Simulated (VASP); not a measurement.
# WS (F-43m) in VASP: a series of runs

Runs on WS. Level: r2SCAN+U. Tasks: single point.

Everything below comes from runs of VASP 6.6.1. Logs are shortened: lines on timing, memory, paths and dates and some standing lists are left out, and cuts for length are marked.

## (1) The cell of the first run

It takes space group F-43m (No. 216, cubic). The conventional cell has a = 5.839 Å, b = 5.839 Å, c = 5.839 Å, α = 90.00°, β = 90.00°, γ = 90.00°. W (site symmetry -43m) has 4 S at 2.53 Å within 3.3 Å. S (site symmetry -43m) has 4 W at 2.53 Å within 3.3 Å.

## (2) Single point, r2SCAN+U, collinear spin

Input file POSCAR:

```
WS
1.0
    0.0000000000      2.9194725898      2.9194725898
    2.9194725898      0.0000000000      2.9194725898
    2.9194725898      2.9194725898      0.0000000000
W S
1 1
Direct
    0.0000000000      0.0000000000      0.0000000000
    0.2500000000      0.2500000000      0.2500000000
```

Input file INCAR.step1:

```
ALGO = Normal
EDIFF = 1E-4
ENCUT = 520
GGA = PE
ISMEAR = 0
ISPIN = 2
LASPH = T
LCHARG = F
LDAU = T
LDAUJ = 0 0
LDAUL = 2 -1
LDAUTYPE = 2
LDAUU = 6.2 0
LMAXMIX = 4
LREAL = F
LWAVE = T
MAGMOM = 1 0
NBANDS = 21
NELM = 150
PREC = Accurate
SIGMA = 0.1
```

Input file INCAR.step2:

```
ALGO = Normal
EDIFF = 1E-6
ENCUT = 520
ISIF = 2
ISMEAR = 0
ISPIN = 2
ISTART = 1
LASPH = T
LCHARG = T
LDAU = T
LDAUJ = 0 0
LDAUL = 2 -1
LDAUPRINT = 1
LDAUTYPE = 2
LDAUU = 6.2 0
LELF = T
LMAXMIX = 4
LMIXTAU = T
LORBIT = 11
LREAL = F
LVHAR = T
LWAVE = F
MAGMOM = 1 0
METAGGA = R2SCAN
NBANDS = 21
NELM = 150
PREC = Accurate
SIGMA = 0.1
```

Input file KPOINTS:

```
k-points
0
Gamma
  12 12 12
```

Potentials or basis: VASP PAW PBE potentials, release 64 (W_sv, S).

Run with:

```sh
$ cat potpaw_PBE.64/W_sv/POTCAR potpaw_PBE.64/S/POTCAR > POTCAR
$ cp INCAR.step1 INCAR
$ mpirun -np 1 vasp_std > vasp.out
$ cp INCAR.step2 INCAR
$ mpirun -np 1 vasp_std > vasp.out
```

OUTCAR:

```text
EDIFF = 1E-6
   ENCUT = 520
   ISIF = 2
   ISMEAR = 0
   ISPIN = 2
   ISTART = 1
   LASPH = T
   LORBIT = 11
   LREAL = F
   METAGGA = R2SCAN
   NELM = 150
   PREC = Accurate

 ion  position               nearest neighbor table
   1  0.000  0.000  0.000-   2 2.53   2 2.53   2 2.53   2 2.53
   2  0.250  0.250  0.250-   1 2.53   1 2.53   1 2.53   1 2.53

  LATTYP: Found a face centered cubic cell.
 ALAT       =     5.8389451796

  Lattice vectors:

 A1 = (   0.0000000000,   2.9194725898,   2.9194725898)
 A2 = (   2.9194725898,   0.0000000000,   2.9194725898)
 A3 = (   2.9194725898,   2.9194725898,   0.0000000000)

Analysis of symmetry for initial positions (statically):
=====================================================================
 Subroutine PRICEL returns:
 Original cell was already a primitive cell.

 Routine SETGRP: Setting up the symmetry group for a
 face centered cubic supercell.

 Subroutine GETGRP returns: Found 24 space group operations
 (whereof 24 operations were pure point group operations)
 out of a pool of 48 trial point group operations.

The static configuration has the point symmetry T_d .

Analysis of symmetry for dynamics (positions and initial velocities):
=====================================================================
 Subroutine PRICEL returns:
 Original cell was already a primitive cell.

 Routine SETGRP: Setting up the symmetry group for a
 face centered cubic supercell.

 Subroutine GETGRP returns: Found 24 space group operations
 (whereof 24 operations were pure point group operations)
 out of a pool of 48 trial point group operations.

The dynamic configuration has the point symmetry T_d .

Analysis of structural, dynamic, and magnetic symmetry:
=====================================================================
 Subroutine PRICEL returns:
 Original cell was already a primitive cell.

 Routine SETGRP: Setting up the symmetry group for a
 face centered cubic supercell.

 Subroutine GETGRP returns: Found 24 space group operations
 (whereof 24 operations were pure point group operations)
 out of a pool of 48 trial point group operations.

The overall configuration has the point symmetry T_d .

 Subroutine INISYM returns: Found 24 space group operations
 (whereof 24 operations are pure point group operations),
 and found     1 'primitive' translations

----------------------------------------------------------------------------------------

                                     Primitive cell

  volume of cell :      49.7672

  direct lattice vectors                    reciprocal lattice vectors
     0.000000000  2.919472590  2.919472590    -0.171263810  0.171263810  0.171263810
     2.919472590  0.000000000  2.919472590     0.171263810 -0.171263810  0.171263810
     2.919472590  2.919472590  0.000000000     0.171263810  0.171263810 -0.171263810

  length of vectors
     4.128757731  4.128757731  4.128757731     0.296637621  0.296637621  0.296637621

  position of ions in fractional coordinates (direct lattice)
     0.000000000  0.000000000  0.000000000
     0.250000000  0.250000000  0.250000000

  ion indices of the primitive-cell ions
   primitive index   ion index
                 1           1
                 2           2

----------------------------------------------------------------------------------------

 KPOINTS: k-points

Automatic generation of k-mesh.
 Grid dimensions read from file:
 generate k-points for:   12   12   12

 Generating k-lattice:

  Cartesian coordinates                     Fractional coordinates (reciprocal lattice)
    -0.014271984  0.014271984  0.014271984     0.083333333  0.000000000  0.000000000
     0.014271984 -0.014271984  0.014271984     0.000000000  0.083333333  0.000000000
     0.014271984  0.014271984 -0.014271984     0.000000000  0.000000000  0.083333333

  Length of vectors
     0.024719802  0.024719802  0.024719802

  Shift w.r.t. Gamma in fractional coordinates (k-lattice)
     0.000000000  0.000000000  0.000000000

 Subroutine IBZKPT returns following result:
 ===========================================

 Found     72 irreducible k-points:

 Following reciprocal coordinates:
            Coordinates               Weight
  0.000000  0.000000  0.000000      1.000000
  0.083333  0.000000  0.000000      8.000000
  0.166667  0.000000  0.000000      8.000000
  0.250000  0.000000  0.000000      8.000000
  0.333333  0.000000  0.000000      8.000000
  0.416667  0.000000  0.000000      8.000000
[... 16 lines left out ...]
  0.500000  0.166667  0.000000     24.000000
 -0.416667  0.166667  0.000000     24.000000
 [... further k-points ...]
   k-points           NKPTS =     72   k-points in BZ     NKDIM =     72   number of bands    NBANDS=     21
   number of dos      NEDOS =    301   number of ions     NIONS =      2
   total plane-waves  NPLWV =  32768
   dimension x,y,z NGX =    32 NGY =   32 NGZ =   32
   dimension x,y,z NGXF=    64 NGYF=   64 NGZF=   64
[... 80 lines left out ...]
  o =  0.0523  v =  0.0000  0.0000  0.0000  0.0000  0.0000  0.0027  0.0116 -0.0000 -0.9999 -0.0000      0.0000  0.0000  0.0000  0.0000  0.0000  0.0000  0.0000  0.0000  0.0000  0.0000
  o =  0.0523  v =  0.0000  0.0000  0.0000  0.0000  0.0000  0.0040 -0.9999 -0.0000 -0.0116  0.0000      0.0000  0.0000  0.0000  0.0000  0.0000  0.0000  0.0000  0.0000  0.0000  0.0000
  o =  0.5915  v =  0.0000 -0.0599  0.0000 -0.9982 -0.0000  0.0000  0.0000  0.0000  0.0000  0.0000      0.0000  0.0000  0.0000  0.0000  0.0000  0.0000  0.0000  0.0000  0.0000  0.0000
  o =  0.5915  v =  1.0000  0.0000  0.0000  0.0000  0.0000  0.0000  0.0000  0.0000  0.0000  0.0000      0.0000  0.0000  0.0000  0.0000  0.0000  0.0000  0.0000  0.0000  0.0000  0.0000
  o =  0.5915  v =  0.0000 -0.9982 -0.0000  0.0599  0.0000  0.0000  0.0000  0.0000  0.0000  0.0000      0.0000  0.0000  0.0000  0.0000  0.0000  0.0000  0.0000  0.0000  0.0000  0.0000
  o =  0.7543  v =  0.0000  0.0000 -0.9996 -0.0000  0.0287  0.0000  0.0000  0.0000  0.0000  0.0000      0.0000  0.0000  0.0000  0.0000  0.0000  0.0000  0.0000  0.0000  0.0000  0.0000
  o =  0.7543  v =  0.0000 -0.0000 -0.0287  0.0000 -0.9996  0.0000  0.0000  0.0000  0.0000  0.0000      0.0000  0.0000  0.0000  0.0000  0.0000  0.0000  0.0000  0.0000  0.0000  0.0000

 number of electron      19.9999999 magnetization       4.0000205

 Free energy of the ion-electron system (eV)
  ---------------------------------------------------
  ext. energy  EPLUGINS =         0.00000000
  ---------------------------------------------------
  free energy    TOTEN  =       -52.51946037 eV

  energy without entropy =      -52.51280805  energy(sigma->0) =      -52.51613421

 E-fermi :   5.7583     XC(G=0): -10.1393

 val. band max:        5.7523305572   @ k =   0.5000   0.1667   0.0000
 cond. band min:       5.7830643590   @ k =   0.5000   0.1667   0.0000
 fundamental gap:      0.0307338017
 Fermi energy:         5.7583341621

 spin component 1

 k-point     1 :       0.0000    0.0000    0.0000
  band No.  band energies     occupation
      1     -71.2745      1.00000
      2     -35.2560      1.00000
      3     -35.2560      1.00000
      4     -35.2560      1.00000
      5      -9.9291      1.00000
      6      -0.5937      1.00000
[... 13 lines left out ...]
     20      17.7905      0.00000
     21      18.1043      0.00000
[... 529 lines left out ...]
 k-point    24 :      -0.4167    0.1667    0.0000
  band No.  band energies     occupation
      1     -71.2739      1.00000
      2     -35.2807      1.00000
      3     -35.2648      1.00000
      4     -35.2612      1.00000
      5      -9.2314      1.00000
      6      -1.1434      1.00000
[... 13 lines left out ...]
     20      17.1650      0.00000
     21      19.4716      0.00000

 [... further k-points ...]

 spin component 2

 k-point     1 :       0.0000    0.0000    0.0000
  band No.  band energies     occupation
      1     -69.5522      1.00000
      2     -32.7547      1.00000
      3     -32.7547      1.00000
      4     -32.7546      1.00000
      5      -9.8897      1.00000
      6       0.8611      1.00000
[... 13 lines left out ...]
     20      19.7056      0.00000
     21      19.9795      0.00000
[... 529 lines left out ...]
 k-point    24 :      -0.4167    0.1667    0.0000
  band No.  band energies     occupation
      1     -69.5517      1.00000
      2     -32.7803      1.00000
      3     -32.7635      1.00000
      4     -32.7599      1.00000
      5      -9.2719      1.00000
      6      -0.4119      1.00000
[... 13 lines left out ...]
     20      18.7024      0.00000
     21      21.0789      0.00000

 [... further k-points ...]
[... 5 lines left out ...]
  --------------------------------------------------------------------------------------
  -------------------------------------------------------------------------------------
  Total        0.3646687      0.3646687      0.3646687      0.0000000      0.0000000      0.0000000
  in kB       11.7399393     11.7399393     11.7399393      0.0000000      0.0000000      0.0000000
  external PRESSURE =      11.7399393 kB  Pullay stress =       0.0000000 kB

 VOLUME and BASIS-vectors are now :
 -----------------------------------------------------------------------------
  energy-cutoff  :      520.00
  volume of cell :       49.77
      direct lattice vectors                 reciprocal lattice vectors
     0.000000000  2.919472590  2.919472590    -0.171263810  0.171263810  0.171263810
     2.919472590  0.000000000  2.919472590     0.171263810 -0.171263810  0.171263810
     2.919472590  2.919472590  0.000000000     0.171263810  0.171263810 -0.171263810

 POSITION                                       TOTAL-FORCE (eV/Angst)
 -----------------------------------------------------------------------------------
      0.00000      0.00000      0.00000         0.000000      0.000000      0.000000
      1.45974      1.45974      1.45974        -0.000000     -0.000000     -0.000000
 -----------------------------------------------------------------------------------
    total drift:                               -0.000001     -0.000001     -0.000001

  FREE ENERGIE OF THE ION-ELECTRON SYSTEM (eV)
  ---------------------------------------------------
  free  energy   TOTEN  =       -52.5194603692 eV

  energy  without entropy=      -52.5128080484  energy(sigma->0) =      -52.51613421

 total charge

# of ion       s       p       d       tot
------------------------------------------
    1        2.269   6.137   3.427  11.834
    2        1.317   2.407   0.000   3.724
--------------------------------------------------
tot          3.587   8.544   3.427  15.558

 magnetization (x)

# of ion       s       p       d       tot
------------------------------------------
    1        0.106   0.058   3.067   3.232
    2        0.003  -0.208   0.000  -0.205
--------------------------------------------------
tot          0.109  -0.150   3.067   3.026
```

Wall time 5.9 min (1 thread of Intel Xeon Platinum 8488C (Sapphire Rapids), shared host); peak memory 0.29 GiB.

What came out:

| Item | Value |
| --- | --- |
| Free energy | -52.5195 eV |
| Pressure | 1.2 GPa |
| Band gap on the k mesh | zero (filled and empty bands overlap) |
| Net moment | 4.00 μB per cell |
| Site moments | W +3.23; S -0.20 μB |
| Valence electrons inside the program's atomic spheres | W 11.83; S 3.72 |

Eigenvalues of the final occupation matrices:
```
    site  spin  trace               eigenvalues
site 1 d     1   3.28  0.59 0.59 0.59 0.75 0.75
site 1 d     2   0.18  0.01 0.01 0.05 0.05 0.05
```

Caveat: the PAW data sets were made with another functional, which shifts forces and pressure a little; spin-orbit coupling is left out, which moves the levels of the heavy elements.

## (3) Single point, r2SCAN+U, collinear spin

This run uses another cell than the first one, of 25.92 Å³/atom.

Input file POSCAR:

```
WS
1.0
    0.0000000000      2.9594703353      2.9594703353
    2.9594703353      0.0000000000      2.9594703353
    2.9594703353      2.9594703353      0.0000000000
W S
1 1
Direct
    0.0000000000      0.0000000000      0.0000000000
    0.2500000000      0.2500000000      0.2500000000
```

Input file INCAR.step1:

```
SYSTEM = WS
PREC = Accurate ; ENCUT = 520
ISMEAR = 0 ; SIGMA = 0.1
LREAL = .False. ; LASPH = .True.
NELM = 150 ; ISPIN = 2
MAGMOM = 3.03 -0.32 ; LMAXMIX = 4
LDAU = .True. ; LDAUTYPE = 2
LDAUL = 2 -1 ; LDAUU = 6.2 0
LDAUJ = 0 0 ; NBANDS = 21
GGA = PE ; ALGO = Normal
EDIFF = 1E-4 ; LWAVE = .True.
LCHARG = .False.
```

Input file INCAR.step2:

```
SYSTEM = WS
PREC = Accurate ; ENCUT = 520
EDIFF = 1E-7 ; ISMEAR = 0
SIGMA = 0.1 ; LREAL = .False.
LASPH = .True. ; NELM = 150
ALGO = Normal ; ISIF = 2
LWAVE = .False. ; LCHARG = .False.
ISPIN = 2 ; MAGMOM = 3.03 -0.32
LORBIT = 11 ; LMAXMIX = 4
LDAU = .True. ; LDAUTYPE = 2
LDAUL = 2 -1 ; LDAUU = 6.2 0
LDAUJ = 0 0 ; LDAUPRINT = 1
METAGGA = R2SCAN ; LMIXTAU = .True.
NBANDS = 21 ; ISTART = 1
```

Input file KPOINTS:

```
regular mesh
0
Gamma
  12 12 12
  0 0 0
```

Potentials or basis: VASP PAW PBE potentials, release 64 (W_sv, S).

Run with:

```sh
$ cat potpaw_PBE.64/W_sv/POTCAR potpaw_PBE.64/S/POTCAR > POTCAR
$ cp INCAR.step1 INCAR
$ mpirun -np 1 vasp_std > vasp.out
$ cp INCAR.step2 INCAR
$ mpirun -np 1 vasp_std > vasp.out
```

Run time: 5 min. Hardware: 1 thread of Intel Xeon Platinum 8488C (Sapphire Rapids), shared host; peak memory 0.3 GiB.

The run converged. Its results:

```yaml
Free_energy: -52.5161 eV
Pressure: -1.7 GPa
Band_gap_on_the_k_mesh: zero (filled and empty bands overlap)
Net_moment: 4.00 μB per cell
Site_moments: W +3.25; S -0.21 μB
Valence_electrons_inside_the_program's_atomic_spheres: W 11.80; S 3.71
```

Levels at points of the mesh, in eV from the Fermi level:
Spin up:
```
           k point  band 8  band 9  band 10  band 11  band 12  band 13  band 14  band 15  band 16  band 17
(0.00, 0.00, 0.00)   -6.03   -3.33    -3.33    -1.26     2.07     2.07     2.07     5.71     5.71     5.71
(0.50, 0.00, 0.00)   -5.78   -2.87    -2.87    -1.95     0.30     0.30     1.53     5.83     7.07     7.07
(0.50, 0.50, 0.00)   -5.02   -2.91    -2.89    -2.73    -0.99    -0.99     4.14     4.52     7.32     9.49
```
Spin down:
```csv
k point,band 5,band 6,band 7,band 8,band 9,band 10,band 11,band 12
"(0.00, 0.00, 0.00)",-15.37,-4.66,-4.66,-4.66,0.61,3.21,3.21,5.77
"(0.50, 0.00, 0.00)",-14.86,-6.07,-4.54,-4.54,2.30,3.33,3.33,3.69
"(0.50, 0.50, 0.00)",-14.69,-6.19,-4.54,-4.54,0.56,2.03,4.19,4.19
```

Eigenvalues of the final occupation matrices:
| site | spin | trace | eigenvalues |
| --- | --- | --- | --- |
| site 1 d | 1 | 3.29 | 0.59 0.59 0.59 0.76 0.76 |
| site 1 d | 2 | 0.17 | 0.01 0.01 0.05 0.05 0.05 |

Caveat: the PAW data sets were made with another functional, which shifts forces and pressure a little; spin-orbit coupling is left out, which moves the levels of the heavy elements.

## (4) Single point, r2SCAN+U, collinear spin

This run uses another cell than the first one, of 25.92 Å³/atom.

POSCAR is that of step 3.

Input file INCAR.step1:

```
SYSTEM = WS
ALGO = Normal
EDIFF = 1E-4
ENCUT = 520
GGA = PE
ISMEAR = 0
ISPIN = 2
LASPH = .TRUE.
LCHARG = .FALSE.
LDAU = .TRUE.
LDAUJ = 0 0
LDAUL = 2 -1
LDAUTYPE = 2
LDAUU = 6.2 0
LMAXMIX = 4
LREAL = .FALSE.
LWAVE = .TRUE.
MAGMOM = 1 0
NBANDS = 21
NELM = 150
PREC = Accurate
SIGMA = 0.1
```

Input file INCAR.step2:

```
SYSTEM = WS
ALGO = Normal
EDIFF = 1E-6
ENCUT = 520
ISIF = 2
ISMEAR = 0
ISPIN = 2
ISTART = 1
LASPH = .TRUE.
LCHARG = .FALSE.
LDAU = .TRUE.
LDAUJ = 0 0
LDAUL = 2 -1
LDAUPRINT = 1
LDAUTYPE = 2
LDAUU = 6.2 0
LMAXMIX = 4
LMIXTAU = .TRUE.
LORBIT = 11
LREAL = .FALSE.
LWAVE = .FALSE.
MAGMOM = 1 0
METAGGA = R2SCAN
NBANDS = 21
NELM = 150
PREC = Accurate
SIGMA = 0.1
```

Input file KPOINTS:

```
k-points
0
G
  12 12 12
  0 0 0
```

Run with:

```sh
$ cat potpaw_PBE.64/W_sv/POTCAR potpaw_PBE.64/S/POTCAR > POTCAR
$ cp INCAR.step1 INCAR
$ mpirun -np 1 vasp_std > vasp.out
$ cp INCAR.step2 INCAR
$ mpirun -np 1 vasp_std > vasp.out
```

Wall time 5.2 min (1 thread of Intel Xeon Platinum 8488C (Sapphire Rapids), shared host); peak memory 0.29 GiB.

The run converged. Its results:

```yaml
Free_energy: -52.5161 eV
Pressure: -1.7 GPa
Band_gap_on_the_k_mesh: zero (filled and empty bands overlap)
Net_moment: 4.00 μB per cell
Site_moments: W +3.25; S -0.21 μB
Valence_electrons_inside_the_program's_atomic_spheres: W 11.80; S 3.71
```

Levels at points of the mesh, in eV from the Fermi level:
Spin up:
| k point | band 8 | band 9 | band 10 | band 11 | band 12 | band 13 | band 14 | band 15 | band 16 | band 17 |
| --- | --- | --- | --- | --- | --- | --- | --- | --- | --- | --- |
| (0.00, 0.00, 0.00) | -6.03 | -3.33 | -3.33 | -1.26 | 2.07 | 2.07 | 2.07 | 5.71 | 5.71 | 5.71 |
| (0.50, 0.00, 0.00) | -5.78 | -2.87 | -2.87 | -1.95 | 0.30 | 0.30 | 1.53 | 5.83 | 7.07 | 7.07 |
| (0.50, 0.50, 0.00) | -5.02 | -2.91 | -2.89 | -2.73 | -0.99 | -0.99 | 4.14 | 4.52 | 7.32 | 9.49 |
Spin down:
```
           k point  band 5  band 6  band 7  band 8  band 9  band 10  band 11  band 12
(0.00, 0.00, 0.00)  -15.37   -4.66   -4.66   -4.66    0.61     3.21     3.21     5.77
(0.50, 0.00, 0.00)  -14.86   -6.07   -4.54   -4.54    2.30     3.33     3.33     3.69
(0.50, 0.50, 0.00)  -14.69   -6.19   -4.54   -4.54    0.56     2.03     4.19     4.19
```

Eigenvalues of the final occupation matrices:
| site | spin | trace | eigenvalues |
| --- | --- | --- | --- |
| site 1 d | 1 | 3.29 | 0.59 0.59 0.59 0.76 0.76 |
| site 1 d | 2 | 0.17 | 0.01 0.01 0.05 0.05 0.05 |

Caveat: the PAW data sets were made with another functional, which shifts forces and pressure a little; spin-orbit coupling is left out, which moves the levels of the heavy elements.
